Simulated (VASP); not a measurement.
# Zr3F2 (P6/mmm) in VASP: a series of runs, part 2 of 2

VASP 6.6.1. Earlier steps stand in the parts before.

**3. Single point, PBE**

This run uses another cell than the first one, of 22.29 Å³/atom, 1.369 times its volume.

INCAR

```
SYSTEM = Zr3F2
PREC = Accurate
ENCUT = 520
EDIFF = 1E-6
ISMEAR = 0
SIGMA = 0.1
LREAL = .False.
LASPH = .True.
NELM = 100
ALGO = Normal
ISIF = 2
LWAVE = .False.
LCHARG = .False.
GGA = PE
NBANDS = 33
```

KPOINTS

```
regular mesh
0
Gamma
  6 6 4
  0 0 0
```

POSCAR

```
Zr3F2
1.0
    5.4472284715      0.0000000033      0.0000000000
   -2.7236142386      4.7174382349      0.0000000000
    0.0000000000      0.0000000000      4.3371127695
Zr F
3 2
Direct
    0.5000000000      0.0000000000      0.0000000000
    0.0000000000      0.5000000000      0.0000000000
    0.5000000000      0.5000000000      0.0000000000
    0.0000000000      0.0000000000      0.5000000000
    0.0000000000      0.0000000000      0.0000000000
```

Potentials or basis: VASP PAW PBE potentials, release 64 (Zr_sv, F).

Started as:

```
cat potpaw_PBE.64/Zr_sv/POTCAR potpaw_PBE.64/F/POTCAR > POTCAR
mpirun -np 1 vasp_std > vasp.out
```

OUTCAR:

```text
SYSTEM = Zr3F2
   PREC = Accurate
   ENCUT = 520
   EDIFF = 1E-6
   ISMEAR = 0
   LREAL = .False.
   LASPH = .True.
   NELM = 100
   ISIF = 2
   GGA = PE

 ion  position               nearest neighbor table
   1  0.500  0.000  0.000-   5 2.72   5 2.72   3 2.72   3 2.72   2 2.72   2 2.72
   2  0.000  0.500  0.000-   3 2.72   3 2.72   5 2.72   5 2.72   1 2.72   1 2.72
   3  0.500  0.500  0.000-   2 2.72   2 2.72   1 2.72   1 2.72   5 2.72   5 2.72
   4  0.000  0.000  0.500-
   5  0.000  0.000  0.000-   1 2.72   1 2.72   2 2.72   2 2.72   3 2.72   3 2.72

  LATTYP: Found a hexagonal cell.
 ALAT       =     5.4472284715
 C/A-ratio  =     0.7962054083

  Lattice vectors:

 A1 = (   5.4472284715,   0.0000000033,   0.0000000000)
 A2 = (  -2.7236142386,   4.7174382349,   0.0000000000)
 A3 = (   0.0000000000,   0.0000000000,   4.3371127695)

Analysis of symmetry for initial positions (statically):
=====================================================================
 Subroutine PRICEL returns:
 Original cell was already a primitive cell.

 Routine SETGRP: Setting up the symmetry group for a
 hexagonal supercell.

 Subroutine GETGRP returns: Found 24 space group operations
 (whereof 24 operations were pure point group operations)
 out of a pool of 24 trial point group operations.

The static configuration has the point symmetry D_6h.

Analysis of symmetry for dynamics (positions and initial velocities):
=====================================================================
 Subroutine PRICEL returns:
 Original cell was already a primitive cell.

 Routine SETGRP: Setting up the symmetry group for a
 hexagonal supercell.

 Subroutine GETGRP returns: Found 24 space group operations
 (whereof 24 operations were pure point group operations)
 out of a pool of 24 trial point group operations.

The dynamic configuration has the point symmetry D_6h.

 Subroutine INISYM returns: Found 24 space group operations
 (whereof 24 operations are pure point group operations),
 and found     1 'primitive' translations

----------------------------------------------------------------------------------------

                                     Primitive cell

  volume of cell :     111.4506

  direct lattice vectors                    reciprocal lattice vectors
     5.447228471  0.000000003  0.000000000     0.183579596  0.105989729  0.000000000
    -2.723614239  4.717438235  0.000000000    -0.000000000  0.211979458  0.000000000
     0.000000000  0.000000000  4.337112770     0.000000000  0.000000000  0.230568134

  length of vectors
     5.447228471  5.447228472  4.337112770     0.211979458  0.211979458  0.230568134

  position of ions in fractional coordinates (direct lattice)
     0.500000000  0.000000000  0.000000000
     1.000000000  0.500000000  0.000000000
     0.500000000  0.500000000  0.000000000
     0.000000000  0.000000000  0.500000000
     0.000000000  0.000000000  0.000000000

  ion indices of the primitive-cell ions
   primitive index   ion index
                 1           1
[... 23 lines left out ...]
  Shift w.r.t. Gamma in fractional coordinates (k-lattice)
     0.000000000  0.000000000  0.000000000

 Subroutine IBZKPT returns following result:
 ===========================================

 Found     21 irreducible k-points:

 Following reciprocal coordinates:
            Coordinates               Weight
  0.000000  0.000000  0.000000      1.000000
  0.166667 -0.000000  0.000000      6.000000
  0.333333 -0.000000  0.000000      6.000000
  0.500000 -0.000000  0.000000      3.000000
  0.166667  0.166667  0.000000      6.000000
  0.333333  0.166667  0.000000     12.000000
[... 13 lines left out ...]
  0.333333  0.166667  0.500000     12.000000
  0.333333  0.333333  0.500000      2.000000
   k-points           NKPTS =     21   k-points in BZ     NKDIM =     21   number of bands    NBANDS=     33
   number of dos      NEDOS =    301   number of ions     NIONS =      5
   total plane-waves  NPLWV =  56448
   dimension x,y,z NGX =    42 NGY =   42 NGZ =   32
   dimension x,y,z NGXF=    84 NGYF=   84 NGZF=   64
   ions per type =               3   2
   NGX,Y,Z   is equivalent  to a cutoff of  12.82, 12.82, 12.27 a.u.
   NGXF,Y,Z  is equivalent  to a cutoff of  25.64, 25.64, 24.53 a.u.
 SYSTEM =  Zr3F2
   PREC   = accura    normal or accurate (medium, high low for compatibility)
   ISTART =      0    job   : 0-new  1-cont  2-samecut
   ICHARG =      2    charge: 1-file 2-atom 10-const
   ISPIN  =      1    spin polarized calculation?
   LNONCOLLINEAR =      F non collinear calculations
   LSORBIT =      F    spin-orbit coupling
   LASPH  =      T    aspherical Exc in radial PAW
   ENCUT  =  520.0 eV  38.22 Ry    6.18 a.u.  10.13 10.13  8.06*2*pi/ulx,y,z
   NELM   =    100;   NELMIN=  2; NELMDL= -5     # of ELM steps
   EDIFF  = 0.1E-05   stopping-criterion for ELM
   LREAL  =      F    real-space projection
   EDIFFG = 0.1E-04   stopping-criterion for IOM
   NSW    =      0    number of steps for IOM
   IBRION =     -1    ionic relax: 0-MD 1-quasi-New 2-CG
   NFREE  =      0    steps in history (QN), initial steepest desc. (CG)
   ISIF   =      2    stress and relaxation
   ISYM   =      2    0-nonsym 1-usesym 2-fastsym
   POTIM  = 0.5000    time-step for ionic-motion
   TEBEG  =    0.0;   TEEND  =   0.0 temperature during run
   PSTRESS=    0.0 pullay stress
   NELECT =      50.0000    total number of electrons
   NUPDOWN=      -1.0000    fix difference up-down
   EMIN   =  10.00;   EMAX   =-10.00  energy-range for DOS
   EFERMI =   0.00;   METHOD = LEGACY
   ISMEAR =     0;   SIGMA  =   0.10  broadening in eV -4-tet -1-fermi 0-gaus
   EFERMI_NEDOS =   21; number of points for ismear=-14 and -15
   IALGO  =     38    algorithm
   IMIX   =      4    mixing-type and parameters
     AMIX     =   0.40;   BMIX     =  1.00
     AMIX_MAG =   1.60;   BMIX_MAG =  1.00
  volume/ion in A,a.u.               =      22.29       150.42
  Fermi-wavevector in a.u.,A,eV,Ry     =   1.253249  2.368297 21.369756  1.570633
  Thomas-Fermi vector in A             =   2.387111
   LORBIT       =      0    0 simple, 1 ext, 2 COOP (PROOUT), +10 PAW based schemes
   GGA     = PE    functional components
   LHFCALC =     F    Hartree Fock is set to
   AEXX    =    0.0000 exact exchange contribution
   IVDW    =     0    specifies the selected vdW correction
   LEPSILON=     F    determine dielectric tensor
   LRPA    =     F    only Hartree local field effects (RPA)
 non-spin polarized calculation
 Gauss-broadening in eV      SIGMA  =   0.10
  energy-cutoff  :      520.00
  volume of cell :      111.45
 maximum number of plane-waves:      3018
 NGX is ok and might be reduce to    42
   NGX = 21   NGY = 21   NGZ = 17

 number of electron      49.9999970 magnetization

 Free energy of the ion-electron system (eV)
  ---------------------------------------------------
  ext. energy  EPLUGINS =         0.00000000
  ---------------------------------------------------
  free energy    TOTEN  =       -28.31797429 eV

  energy without entropy =      -28.26963280  energy(sigma->0) =      -28.29380355

 E-fermi :   5.1775     XC(G=0):  -9.5067

 val. band max:        5.1755697799   @ k =   0.3333   0.1667   0.5000
 cond. band min:       5.1784616491   @ k =   0.1667  -0.0000   0.5000
 fundamental gap:      0.0028918691
 Fermi energy:         5.1774544025

 k-point     1 :       0.0000    0.0000    0.0000
  band No.  band energies     occupation
      1     -44.1820      2.00000
      2     -43.7730      2.00000
      3     -43.7730      2.00000
      4     -23.2714      2.00000
      5     -22.7073      2.00000
      6     -22.7073      2.00000
[... 745 lines left out ...]
     32       7.4817      0.00000
     33       7.7464      0.00000

------------------------ aborting loop because EDIFF is reached ----------------------------------------

  FORCE on cell =-STRESS in cart. coord.  units (eV):
  Direction    XX          YY          ZZ          XY          YZ          ZX
  --------------------------------------------------------------------------------------
  -------------------------------------------------------------------------------------
  Total        0.0378882      0.0378882     -0.0455753      0.0000000      0.0000000     -0.0000000
  in kB        0.5446676      0.5446676     -0.6551758      0.0000000      0.0000000     -0.0000000
  external PRESSURE =       0.1447198 kB  Pullay stress =       0.0000000 kB

 VOLUME and BASIS-vectors are now :
 -----------------------------------------------------------------------------
  energy-cutoff  :      520.00
  volume of cell :      111.45
      direct lattice vectors                 reciprocal lattice vectors
     5.447228471  0.000000003  0.000000000     0.183579596  0.105989729  0.000000000
    -2.723614239  4.717438235  0.000000000    -0.000000000  0.211979458  0.000000000
     0.000000000  0.000000000  4.337112770     0.000000000  0.000000000  0.230568134

 POSITION                                       TOTAL-FORCE (eV/Angst)
 -----------------------------------------------------------------------------------
      2.72361      0.00000      0.00000        -0.000000      0.000000      0.000000
     -1.36181      2.35872      0.00000        -0.000000      0.000000      0.000000
      1.36181      2.35872      0.00000         0.000000      0.000000      0.000000
      0.00000      0.00000      2.16856        -0.000000      0.000000      0.000000
      0.00000      0.00000      0.00000         0.000000      0.000000      0.000000
 -----------------------------------------------------------------------------------
    total drift:                                0.000000      0.000000     -0.000000

  FREE ENERGIE OF THE ION-ELECTRON SYSTEM (eV)
  ---------------------------------------------------
  free  energy   TOTEN  =       -28.3179742869 eV

  energy  without entropy=      -28.2696328041  energy(sigma->0) =      -28.29380355
```

OSZICAR:

```text
N       E                     dE             d eps       ncg     rms          rms(c)
DAV:   1     0.484355534325E+03    0.48436E+03   -0.26379E+04  1386   0.146E+03
DAV:   2     0.883695489322E+01   -0.47552E+03   -0.45946E+03  1633   0.418E+02
DAV:   3    -0.299946701909E+02   -0.38832E+02   -0.37583E+02  2239   0.946E+01
DAV:   4    -0.319665144928E+02   -0.19718E+01   -0.19477E+01  2020   0.194E+01
DAV:   5    -0.320384066439E+02   -0.71892E-01   -0.71838E-01  2067   0.296E+00    0.192E+01
DAV:   6    -0.287307115050E+02    0.33077E+01   -0.11566E+01  1654   0.186E+01    0.901E+00
DAV:   7    -0.284323104955E+02    0.29840E+00   -0.18647E+00  1794   0.786E+00    0.428E+00
DAV:   8    -0.283341163594E+02    0.98194E-01   -0.49049E-01  1784   0.459E+00    0.161E+00
DAV:   9    -0.283147448088E+02    0.19372E-01   -0.12453E-01  1748   0.192E+00    0.551E-01
DAV:  10    -0.283178773082E+02   -0.31325E-02   -0.14613E-02  1932   0.704E-01    0.165E-01
DAV:  11    -0.283179626671E+02   -0.85359E-04   -0.24443E-03  1891   0.256E-01    0.756E-02
DAV:  12    -0.283179998773E+02   -0.37210E-04   -0.70118E-04  1788   0.134E-01    0.432E-02
DAV:  13    -0.283179806257E+02    0.19252E-04   -0.15403E-04  1683   0.647E-02    0.215E-02
DAV:  14    -0.283179746294E+02    0.59963E-05   -0.21437E-05  1588   0.244E-02    0.654E-03
DAV:  15    -0.283179742869E+02    0.34258E-06   -0.35841E-06  1579   0.898E-03
   1 F= -.28317974E+02 E0= -.28293804E+02  d E =-.483415E-01
```

stdout:

```text
POSCAR found type information on POSCAR ZrF
 POSCAR found :  2 types and       5 ions
 scaLAPACK will be used
 LDA part: xc-table for (Slater+PW92), standard interpolation
 POSCAR, INCAR and KPOINTS ok, starting setup
 FFT: planning ... GRIDC
 FFT: planning ... GRID_SOFT
 FFT: planning ... GRID
 WAVECAR not read
 entering main loop
```

Run time: 63 s. Hardware: 1 thread of AMD EPYC 7R43 (Zen 3), shared host; peak memory 0.21 GiB.

Results:

- Free energy: -28.3180 eV
- Pressure: 0.0 GPa
- Band gap on the k mesh: zero (band 25 reaches 5.23 eV, above the bottom of band 26 at 4.63 eV)

Stress tensor (GPa, compression positive):
```
 0.05  0.00  0.00
 0.00  0.05  0.00
 0.00  0.00 -0.07
```

Levels at points of the mesh, in eV from the Fermi level:
```
           k point  band 22  band 23  band 24  band 25  band 26  band 27  band 28  band 29
(0.00, 0.00, 0.00)    -1.86    -1.86    -1.76    -0.69    -0.55     0.06     0.06     1.32
(0.50, 0.00, 0.00)    -0.73    -0.69    -0.68     0.03     0.82     0.95     0.96     0.98
(0.00, 0.00, 0.50)    -2.47    -1.80    -1.80    -0.31     0.02     0.11     0.11     1.47
(0.50, 0.00, 0.50)    -1.65    -0.35    -0.12     0.00     1.03     1.04     1.15     1.59
```

Caveat: the k points lie up to 0.36 Å⁻¹ apart.

**4. Single point, PBE**

This run uses another cell than the first one, of 22.29 Å³/atom, 1.369 times its volume.

INCAR is that of step 3.

KPOINTS is that of step 3.

POSCAR: that of step 3 with these lines changed.

```diff
@@ -2,5 +2,5 @@
 1.0
-    5.4472284715      0.0000000033      0.0000000000
-   -2.7236142386      4.7174382349      0.0000000000
-    0.0000000000      0.0000000000      4.3371127695
+    5.4472226261      0.0000000033      0.0000000000
+   -2.7236113159      4.7174331726      0.0000000000
+    0.0000000000      0.0000000000      4.3371269341
 Zr F
```

Started as:

```
cat potpaw_PBE.64/Zr_sv/POTCAR potpaw_PBE.64/F/POTCAR > POTCAR
mpirun -np 1 vasp_std > vasp.out
```

Run time: 2.5 min. Hardware: 1 thread of Intel Xeon Platinum 8375C at 2.90GHz (Ice Lake), shared host; peak memory 0.25 GiB.

Results (log left out):

```
Free energy            : -28.3180 eV
Pressure               : 0.0 GPa
Band gap on the k mesh : zero (band 25 reaches 5.23 eV, above the bottom of band 26 at 4.63 eV)
```

Stress tensor (GPa, compression positive):
```
 0.05  0.00  0.00
 0.00  0.05  0.00
 0.00  0.00 -0.07
```

Levels at points of the mesh, in eV from the Fermi level:
```csv
k point,band 22,band 23,band 24,band 25,band 26,band 27,band 28,band 29
"(0.00, 0.00, 0.00)",-1.86,-1.86,-1.76,-0.69,-0.55,0.06,0.06,1.32
"(0.50, 0.00, 0.00)",-0.73,-0.69,-0.68,0.03,0.82,0.95,0.96,0.98
"(0.00, 0.00, 0.50)",-2.47,-1.80,-1.80,-0.31,0.02,0.11,0.11,1.47
"(0.50, 0.00, 0.50)",-1.65,-0.35,-0.12,0.00,1.03,1.04,1.15,1.59
```

Caveat: the k points lie up to 0.36 Å⁻¹ apart.
